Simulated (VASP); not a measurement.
# WSe (Pm-3m) in VASP: further runs

The runs below take WSe through single point, relaxation of cell and atoms, with r2SCAN+U.

All numbers are computed with VASP 6.6.1; they aren't measurements. Logs are shortened: lines on timing, memory, paths and dates and some standing lists are left out, and cuts for length are marked.

## Step 1: The cell of the first run

The structure is cubic, space group Pm-3m (No. 221). Conventional cell: a = 3.281 Å, b = 3.281 Å, c = 3.281 Å, α = 90.00°, β = 90.00°, γ = 90.00°. Within 3.7 Å of W (site symmetry m-3m) lie 8 Se at 2.84 Å and 6 W at 3.28 Å. Se (site symmetry m-3m) has 8 W at 2.84 Å and 6 Se at 3.28 Å within 3.7 Å.

## Step 2: Single point, r2SCAN+U, collinear spin

The input, POSCAR:

```
WSe
1.0
    3.2809672648      0.0000000000      0.0000000000
    0.0000000000      3.2809672648      0.0000000000
    0.0000000000      0.0000000000      3.2809672648
W Se
1 1
Direct
    0.0000000000      0.0000000000      0.0000000000
    0.5000000000      0.5000000000      0.5000000000
```

The input, INCAR.step1:

```
PREC = Accurate
ENCUT = 520
ISMEAR = 0
SIGMA = 0.1
LREAL = False
LASPH = True
NELM = 150
ISPIN = 2
MAGMOM = 1.83 -0.3
LMAXMIX = 4
LDAU = True
LDAUTYPE = 2
LDAUL = 2 -1
LDAUU = 6.2 0
LDAUJ = 0 0
NBANDS = 21
GGA = PE
ALGO = Normal
EDIFF = 1E-4
LWAVE = True
LCHARG = False
```

The input, INCAR.step2:

```
PREC = Accurate
ENCUT = 520
EDIFF = 1E-7
ISMEAR = 0
SIGMA = 0.1
LREAL = False
LASPH = True
NELM = 150
ALGO = Normal
ISIF = 2
LWAVE = False
LCHARG = False
ISPIN = 2
MAGMOM = 1.83 -0.3
LORBIT = 11
LMAXMIX = 4
LDAU = True
LDAUTYPE = 2
LDAUL = 2 -1
LDAUU = 6.2 0
LDAUJ = 0 0
LDAUPRINT = 1
METAGGA = R2SCAN
LMIXTAU = True
NBANDS = 21
ISTART = 1
```

The input, KPOINTS:

```
regular mesh
0
Gamma
  6 6 6
```

Potentials or basis: VASP PAW PBE potentials, release 64 (W_sv, Se).

Run with:

```bash
$ cat potpaw_PBE.64/W_sv/POTCAR potpaw_PBE.64/Se/POTCAR > POTCAR
$ cp INCAR.step1 INCAR
$ mpirun -np 1 vasp_std > vasp.out
$ cp INCAR.step2 INCAR
$ mpirun -np 1 vasp_std > vasp.out
```

OUTCAR:

```text
PREC = Accurate
   ENCUT = 520
   EDIFF = 1E-7
   ISMEAR = 0
   LREAL = False
   LASPH = True
   NELM = 150
   ISIF = 2
   ISPIN = 2
   LORBIT = 11
   METAGGA = R2SCAN
   ISTART = 1

 ion  position               nearest neighbor table
   1  0.000  0.000  0.000-   2 2.84   2 2.84   2 2.84   2 2.84   2 2.84   2 2.84   2 2.84   2 2.84

   2  0.500  0.500  0.500-   1 2.84   1 2.84   1 2.84   1 2.84   1 2.84   1 2.84   1 2.84   1 2.84

  LATTYP: Found a simple cubic cell.
 ALAT       =     3.2809672648

  Lattice vectors:

 A1 = (   3.2809672648,   0.0000000000,   0.0000000000)
 A2 = (   0.0000000000,   3.2809672648,   0.0000000000)
 A3 = (   0.0000000000,   0.0000000000,   3.2809672648)

Analysis of symmetry for initial positions (statically):
=====================================================================
 Subroutine PRICEL returns:
 Original cell was already a primitive cell.

 Routine SETGRP: Setting up the symmetry group for a
 simple cubic supercell.

 Subroutine GETGRP returns: Found 48 space group operations
 (whereof 48 operations were pure point group operations)
 out of a pool of 48 trial point group operations.

The static configuration has the point symmetry O_h .

Analysis of symmetry for dynamics (positions and initial velocities):
=====================================================================
 Subroutine PRICEL returns:
 Original cell was already a primitive cell.

 Routine SETGRP: Setting up the symmetry group for a
 simple cubic supercell.

 Subroutine GETGRP returns: Found 48 space group operations
 (whereof 48 operations were pure point group operations)
 out of a pool of 48 trial point group operations.

The dynamic configuration has the point symmetry O_h .

Analysis of structural, dynamic, and magnetic symmetry:
=====================================================================
 Subroutine PRICEL returns:
 Original cell was already a primitive cell.

 Routine SETGRP: Setting up the symmetry group for a
 simple cubic supercell.

 Subroutine GETGRP returns: Found 48 space group operations
 (whereof 48 operations were pure point group operations)
 out of a pool of 48 trial point group operations.
[... 164 lines left out ...]
  o =  0.2658  v =  0.0000  0.0000  0.0000  0.0000  0.0000  0.0000  0.0000  0.9995 -0.0000 -0.0308      0.0000  0.0000  0.0000  0.0000  0.0000  0.0000  0.0000  0.0000  0.0000  0.0000
  o =  0.3302  v =  0.0000  0.0000 -0.0054  0.0000  1.0000  0.0000  0.0000  0.0000  0.0000  0.0000      0.0000  0.0000  0.0000  0.0000  0.0000  0.0000  0.0000  0.0000  0.0000  0.0000
  o =  0.3302  v =  0.0000 -0.0000 -1.0000  0.0000 -0.0054  0.0000  0.0000  0.0000  0.0000  0.0000      0.0000  0.0000  0.0000  0.0000  0.0000  0.0000  0.0000  0.0000  0.0000  0.0000
  o =  0.6376  v =  1.0000  0.0000  0.0000  0.0000  0.0000  0.0000  0.0000  0.0000  0.0000  0.0000      0.0000  0.0000  0.0000  0.0000  0.0000  0.0000  0.0000  0.0000  0.0000  0.0000
  o =  0.6376  v =  0.0000  0.2755  0.0000  0.9613 -0.0000  0.0000  0.0000  0.0000  0.0000  0.0000      0.0000  0.0000  0.0000  0.0000  0.0000  0.0000  0.0000  0.0000  0.0000  0.0000
  o =  0.6376  v =  0.0000 -0.9613  0.0000  0.2755  0.0000  0.0000  0.0000  0.0000  0.0000  0.0000      0.0000  0.0000  0.0000  0.0000  0.0000  0.0000  0.0000  0.0000  0.0000  0.0000

 number of electron      20.0000008 magnetization       2.0517596

 Free energy of the ion-electron system (eV)
  ---------------------------------------------------
  ext. energy  EPLUGINS =         0.00000000
  ---------------------------------------------------
  free energy    TOTEN  =       -58.18329770 eV

  energy without entropy =      -58.18210732  energy(sigma->0) =      -58.18270251

 E-fermi :   9.4119     XC(G=0): -12.9654

 val. band max:        9.3380795076   @ k =   0.0000   0.0000   0.0000
 cond. band min:       9.5425202626   @ k =   0.1667   0.1667   0.0000
 fundamental gap:      0.2044407550
 Fermi energy:         9.4118978614

 spin component 1

 k-point     1 :       0.0000    0.0000    0.0000
  band No.  band energies     occupation
      1     -67.9540      1.00000
      2     -31.6395      1.00000
      3     -31.6395      1.00000
      4     -31.6395      1.00000
      5      -7.5957      1.00000
      6       5.9273      1.00000
[... 469 lines left out ...]
     20      30.9635      0.00000
     21      30.9635      0.00000
 Fermi energy:         9.4118978614

 spin component 2

 k-point     1 :       0.0000    0.0000    0.0000
  band No.  band energies     occupation
      1     -66.9109      1.00000
      2     -30.1349      1.00000
      3     -30.1348      1.00000
      4     -30.1348      1.00000
      5      -7.7838      1.00000
      6       6.7781      1.00000
[... 469 lines left out ...]
     20      31.5193      0.00000
     21      31.5193      0.00000

------------------------ aborting loop because EDIFF is reached ----------------------------------------

  FORCE on cell =-STRESS in cart. coord.  units (eV):
  Direction    XX          YY          ZZ          XY          YZ          ZX
  --------------------------------------------------------------------------------------
  -------------------------------------------------------------------------------------
  Total       -0.1027893     -0.1027893     -0.1027893     -0.0000000     -0.0000000      0.0000000
  in kB       -4.6628648     -4.6628648     -4.6628648     -0.0000000     -0.0000000      0.0000000
  external PRESSURE =      -4.6628648 kB  Pullay stress =       0.0000000 kB

 VOLUME and BASIS-vectors are now :
 -----------------------------------------------------------------------------
  energy-cutoff  :      520.00
  volume of cell :       35.32
      direct lattice vectors                 reciprocal lattice vectors
     3.280967265  0.000000000  0.000000000     0.304788167  0.000000000  0.000000000
     0.000000000  3.280967265  0.000000000     0.000000000  0.304788167  0.000000000
     0.000000000  0.000000000  3.280967265     0.000000000  0.000000000  0.304788167

 POSITION                                       TOTAL-FORCE (eV/Angst)
 -----------------------------------------------------------------------------------
      0.00000      0.00000      0.00000         0.000000      0.000000      0.000000
      1.64048      1.64048      1.64048         0.000000      0.000000      0.000000
 -----------------------------------------------------------------------------------
    total drift:                                0.000000      0.000000      0.000000

  FREE ENERGIE OF THE ION-ELECTRON SYSTEM (eV)
  ---------------------------------------------------
  free  energy   TOTEN  =       -58.1832976962 eV

  energy  without entropy=      -58.1821073242  energy(sigma->0) =      -58.18270251

 total charge

# of ion       s       p       d       tot
------------------------------------------
    1        2.283   6.167   3.264  11.713
    2        1.498   2.275   0.112   3.885
--------------------------------------------------
tot          3.781   8.441   3.376  15.599

 magnetization (x)

# of ion       s       p       d       tot
------------------------------------------
    1        0.062   0.051   1.824   1.937
    2        0.045  -0.312   0.040  -0.227
--------------------------------------------------
tot          0.107  -0.262   1.864   1.709
```

OUTCAR.step1:

```text
PREC = Accurate
   ENCUT = 520
   ISMEAR = 0
   LREAL = False
   LASPH = True
[... 1199 lines left out ...]
      0.00000      0.00000      0.00000         0.000000      0.000000      0.000000
      1.64048      1.64048      1.64048         0.000000      0.000000      0.000000
 -----------------------------------------------------------------------------------
    total drift:                                0.000000      0.000000      0.000000

  FREE ENERGIE OF THE ION-ELECTRON SYSTEM (eV)
  ---------------------------------------------------
  free  energy   TOTEN  =        -8.9126015673 eV

  energy  without entropy=       -8.9100809230  energy(sigma->0) =       -8.91134125
```

Wall time 2.7 min (1 thread of Intel Xeon 8259CL, shared host); peak memory 0.17 GiB.

What came out:

```yaml
Free_energy: -58.1833 eV
Pressure: -0.5 GPa
Net_moment: 2.05 μB per cell
Site_moments: W +1.94; Se -0.23 μB
Valence_electrons_inside_the_program's_atomic_spheres: W 11.71; Se 3.88
```

Eigenvalues of the final occupation matrices:
| site | spin | trace | eigenvalues |
| --- | --- | --- | --- |
| site 1 d | 1 | 2.57 | 0.33 0.33 0.64 0.64 0.64 |
| site 1 d | 2 | 0.73 | 0.07 0.07 0.07 0.27 0.27 |

Caveat: the PAW data sets were made with another functional, which shifts forces and pressure a little; spin-orbit coupling is left out, which moves the levels of the heavy elements.

[end of part 1 of 2]
